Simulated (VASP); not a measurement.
# CdSe (F-43m) in VASP: a series of runs

CdSe is run at these levels: PBEsol; tasks: single point.

All numbers are computed with VASP 6.6.1; they aren't measurements. Logs are shortened: lines on timing, memory, paths and dates and some standing lists are left out, and cuts for length are marked.

### 1 The cell of the first run

It takes space group F-43m (No. 216, cubic). Conventional cell: a = 6.141 Å, b = 6.141 Å, c = 6.141 Å, α = 90.00°, β = 90.00°, γ = 90.00°. Cd (site symmetry -43m) has 4 Se at 2.66 Å within 3.5 Å. Se (site symmetry -43m) has 4 Cd at 2.66 Å within 3.5 Å.

### 2 Single point, PBEsol

Contents of INCAR:

```
PREC = Accurate ; ENCUT = 520
EDIFF = 1E-6 ; ISMEAR = -1
SIGMA = 0.05 ; LREAL = F
LASPH = T ; NELM = 80
ALGO = Normal ; ISIF = 2
LWAVE = F ; LCHARG = T
GGA = PS ; LELF = T
LVHAR = T ; NBANDS = 16
```

Contents of KPOINTS:

```
regular mesh
0
Gamma
  8 8 8
```

Contents of POSCAR:

```
CdSe
1.0
    0.0000000000      3.0702711986      3.0702711986
    3.0702711986      0.0000000000      3.0702711986
    3.0702711986      3.0702711986      0.0000000000
Cd Se
1 1
Direct
    0.0000000000      0.0000000000      0.0000000000
    0.2500000000      0.2500000000      0.2500000000
```

Potentials or basis: VASP PAW PBE potentials, release 64 (Cd, Se).

Run with:

```sh
> cat potpaw_PBE.64/Cd/POTCAR potpaw_PBE.64/Se/POTCAR > POTCAR
> mpirun -np 1 vasp_std > vasp.out
```

OUTCAR:

```text
PREC = Accurate
   ENCUT = 520
   EDIFF = 1E-6
   ISMEAR = -1
   LREAL = F
   LASPH = T
   NELM = 80
   ISIF = 2
   GGA = PS

 ion  position               nearest neighbor table
   1  0.000  0.000  0.000-   2 2.66   2 2.66   2 2.66   2 2.66
   2  0.250  0.250  0.250-   1 2.66   1 2.66   1 2.66   1 2.66

  LATTYP: Found a face centered cubic cell.
 ALAT       =     6.1405423972

  Lattice vectors:

 A1 = (   0.0000000000,   3.0702711986,   3.0702711986)
 A2 = (   3.0702711986,   0.0000000000,   3.0702711986)
 A3 = (   3.0702711986,   3.0702711986,   0.0000000000)

Analysis of symmetry for initial positions (statically):
=====================================================================
 Subroutine PRICEL returns:
 Original cell was already a primitive cell.

 Routine SETGRP: Setting up the symmetry group for a
 face centered cubic supercell.

 Subroutine GETGRP returns: Found 24 space group operations
 (whereof 24 operations were pure point group operations)
 out of a pool of 48 trial point group operations.

The static configuration has the point symmetry T_d .

Analysis of symmetry for dynamics (positions and initial velocities):
=====================================================================
 Subroutine PRICEL returns:
 Original cell was already a primitive cell.

 Routine SETGRP: Setting up the symmetry group for a
 face centered cubic supercell.

 Subroutine GETGRP returns: Found 24 space group operations
 (whereof 24 operations were pure point group operations)
 out of a pool of 48 trial point group operations.

The dynamic configuration has the point symmetry T_d .

 Subroutine INISYM returns: Found 24 space group operations
 (whereof 24 operations are pure point group operations),
 and found     1 'primitive' translations

----------------------------------------------------------------------------------------

                                     Primitive cell

  volume of cell :      57.8842

  direct lattice vectors                    reciprocal lattice vectors
     0.000000000  3.070271199  3.070271199    -0.162852063  0.162852063  0.162852063
     3.070271199  0.000000000  3.070271199     0.162852063 -0.162852063  0.162852063
     3.070271199  3.070271199  0.000000000     0.162852063  0.162852063 -0.162852063

[... 72 lines left out ...]
   NGXF,Y,Z  is equivalent  to a cutoff of  24.50, 24.50, 24.50 a.u.
 SYSTEM =  unknown system
   PREC   = accura    normal or accurate (medium, high low for compatibility)
   ISTART =      0    job   : 0-new  1-cont  2-samecut
   ICHARG =      2    charge: 1-file 2-atom 10-const
   ISPIN  =      1    spin polarized calculation?
   LNONCOLLINEAR =      F non collinear calculations
   LSORBIT =      F    spin-orbit coupling
   LASPH  =      T    aspherical Exc in radial PAW
   ENCUT  =  520.0 eV  38.22 Ry    6.18 a.u.   8.07  8.07  8.07*2*pi/ulx,y,z
   NELM   =     80;   NELMIN=  2; NELMDL= -5     # of ELM steps
   EDIFF  = 0.1E-05   stopping-criterion for ELM
   LREAL  =      F    real-space projection
   EDIFFG = 0.1E-04   stopping-criterion for IOM
   NSW    =      0    number of steps for IOM
   IBRION =     -1    ionic relax: 0-MD 1-quasi-New 2-CG
   NFREE  =      0    steps in history (QN), initial steepest desc. (CG)
   ISIF   =      2    stress and relaxation
   ISYM   =      2    0-nonsym 1-usesym 2-fastsym
   POTIM  = 0.5000    time-step for ionic-motion
   TEBEG  =    0.0;   TEEND  =   0.0 temperature during run
   PSTRESS=    0.0 pullay stress
   NELECT =      18.0000    total number of electrons
   NUPDOWN=      -1.0000    fix difference up-down
   EMIN   =  10.00;   EMAX   =-10.00  energy-range for DOS
   EFERMI =   0.00;   METHOD = LEGACY
   ISMEAR =    -1;   SIGMA  =   0.05  broadening in eV -4-tet -1-fermi 0-gaus
   EFERMI_NEDOS =   21; number of points for ismear=-14 and -15
   IALGO  =     38    algorithm
   IMIX   =      4    mixing-type and parameters
     AMIX     =   0.40;   BMIX     =  1.00
     AMIX_MAG =   1.60;   BMIX_MAG =  1.00
  volume/ion in A,a.u.               =      28.94       195.31
  Fermi-wavevector in a.u.,A,eV,Ry     =   1.109121  2.095935 16.737199  1.230149
  Thomas-Fermi vector in A             =   2.245657
   LORBIT       =      0    0 simple, 1 ext, 2 COOP (PROOUT), +10 PAW based schemes
   GGA     = PS    functional components
   LHFCALC =     F    Hartree Fock is set to
   AEXX    =    0.0000 exact exchange contribution
   IVDW    =     0    specifies the selected vdW correction
   LEPSILON=     F    determine dielectric tensor
   LRPA    =     F    only Hartree local field effects (RPA)
 non-spin polarized calculation
  energy-cutoff  :      520.00
  volume of cell :       57.88
 maximum number of plane-waves:      1588
   NGX = 17   NGY = 17   NGZ = 17

 number of electron      18.0000008 magnetization

 Free energy of the ion-electron system (eV)
  ---------------------------------------------------
  ext. energy  EPLUGINS =         0.00000000
  ---------------------------------------------------
  free energy    TOTEN  =        -6.17291383 eV

  energy without entropy =       -6.17284499  energy(sigma->0) =       -6.17287941

 E-fermi :   0.8425     XC(G=0):  -8.9695

 val. band max:        0.5892103619   @ k =   0.0000   0.0000   0.0000
 cond. band min:       1.0155911746   @ k =   0.0000   0.0000   0.0000
 fundamental gap:      0.4263808127
 Fermi energy:         0.8425372424

 k-point     1 :       0.0000    0.0000    0.0000
  band No.  band energies     occupation
      1     -11.8774      2.00000
      2      -7.2287      2.00000
      3      -7.2287      2.00000
      4      -7.2287      2.00000
      5      -6.8776      2.00000
      6      -6.8776      2.00000
[... 433 lines left out ...]
      3      -7.0836      2.00000
      4      -6.8961      2.00000
      5      -6.8624      2.00000
      6      -6.5245      2.00000
[... 8 lines left out ...]
     15      12.0668      0.00000
     16      13.0183      0.00000

 [... further k-points ...]
[... 5 lines left out ...]
  --------------------------------------------------------------------------------------
  -------------------------------------------------------------------------------------
  Total       -0.4030173     -0.4030173     -0.4030173     -0.0000000     -0.0000000     -0.0000000
  in kB      -11.1551164    -11.1551164    -11.1551164     -0.0000000     -0.0000000     -0.0000000
  external PRESSURE =     -11.1551164 kB  Pullay stress =       0.0000000 kB

 VOLUME and BASIS-vectors are now :
 -----------------------------------------------------------------------------
  energy-cutoff  :      520.00
  volume of cell :       57.88
      direct lattice vectors                 reciprocal lattice vectors
     0.000000000  3.070271199  3.070271199    -0.162852063  0.162852063  0.162852063
     3.070271199  0.000000000  3.070271199     0.162852063 -0.162852063  0.162852063
     3.070271199  3.070271199  0.000000000     0.162852063  0.162852063 -0.162852063

 POSITION                                       TOTAL-FORCE (eV/Angst)
 -----------------------------------------------------------------------------------
      0.00000      0.00000      0.00000        -0.000000      0.000000     -0.000000
      1.53514      1.53514      1.53514         0.000000     -0.000000      0.000000
 -----------------------------------------------------------------------------------
    total drift:                               -0.000000     -0.000000     -0.000000

  FREE ENERGIE OF THE ION-ELECTRON SYSTEM (eV)
  ---------------------------------------------------
  free  energy   TOTEN  =        -6.1729138260 eV

  energy  without entropy=       -6.1728449929  energy(sigma->0) =       -6.17287941
```

OSZICAR:

```text
N       E                     dE             d eps       ncg     rms          rms(c)
DAV:   1     0.105192639162E+03    0.10519E+03   -0.87935E+03   936   0.101E+03
DAV:   2    -0.242462259647E+01   -0.10762E+03   -0.10201E+03  1152   0.246E+02
DAV:   3    -0.653658960501E+01   -0.41120E+01   -0.41060E+01  1040   0.497E+01
DAV:   4    -0.655510379977E+01   -0.18514E-01   -0.18514E-01  1224   0.330E+00
DAV:   5    -0.655521528991E+01   -0.11149E-03   -0.11149E-03  1072   0.222E-01    0.559E+00
DAV:   6    -0.619662789848E+01    0.35859E+00   -0.57851E-01  1360   0.957E+00    0.456E+00
DAV:   7    -0.617429318009E+01    0.22335E-01   -0.12451E-01  1088   0.241E+00    0.209E+00
DAV:   8    -0.617295206550E+01    0.13411E-02   -0.12428E-02  1072   0.135E+00    0.214E-01
DAV:   9    -0.617286498583E+01    0.87080E-04   -0.13322E-03  1144   0.481E-01    0.430E-02
DAV:  10    -0.617288778091E+01   -0.22795E-04   -0.14283E-04  1128   0.152E-01    0.384E-02
DAV:  11    -0.617291432109E+01   -0.26540E-04   -0.46533E-05  1136   0.492E-02    0.172E-02
DAV:  12    -0.617291382604E+01    0.49504E-06   -0.14757E-06   960   0.150E-02
   1 F= -.61729138E+01 E0= -.61728794E+01  d E =-.688332E-04
```

stdout:

```text
POSCAR found type information on POSCAR CdSe
 POSCAR found :  2 types and       2 ions
 scaLAPACK will be used
 -----------------------------------------------------------------------------
|                                                                             |
|                                                                             |
|     You enforced a specific xc type in the INCAR file but a different       |
|     I HOPE YOU KNOW WHAT YOU ARE DOING!                                     |
|                                                                             |
 -----------------------------------------------------------------------------

 LDA part: xc-table for (Slater+PW92), standard interpolation
 POSCAR, INCAR and KPOINTS ok, starting setup
 FFT: planning ... GRIDC
 FFT: planning ... GRID_SOFT
 FFT: planning ... GRID
 WAVECAR not read
 entering main loop
```

Wall time 8.1 s (1 thread of Intel Xeon 6975P-C (Granite Rapids), shared host); peak memory 0.18 GiB.

Results:

```
Free energy            : -6.1729 eV
Pressure               : -1.1 GPa
Band gap on the k mesh : 0.43 eV, direct
```

Levels at points of the mesh, in eV from the valence-band top:
| k point | band 5 | band 6 | band 7 | band 8 | band 9 | band 10 | band 11 | band 12 | band 13 | band 14 |
| --- | --- | --- | --- | --- | --- | --- | --- | --- | --- | --- |
| (0.00, 0.00, 0.00) | -7.47 | -7.47 | 0.00 | 0.00 | 0.00 | 0.43 | 5.85 | 5.85 | 5.85 | 9.48 |
| (0.50, 0.00, 0.00) | -7.44 | -7.19 | -4.28 | -0.72 | -0.72 | 2.25 | 6.36 | 6.36 | 7.20 | 9.79 |
| (0.50, 0.50, 0.00) | -7.41 | -7.14 | -4.00 | -1.78 | -1.78 | 3.05 | 3.65 | 8.85 | 9.96 | 9.96 |

Caveat: the PAW data sets were made with another functional, which shifts forces and pressure a little. PBEsol gaps usually lie below the measured ones, often by a third to a half.

(Part 1 of 2 ends here.)
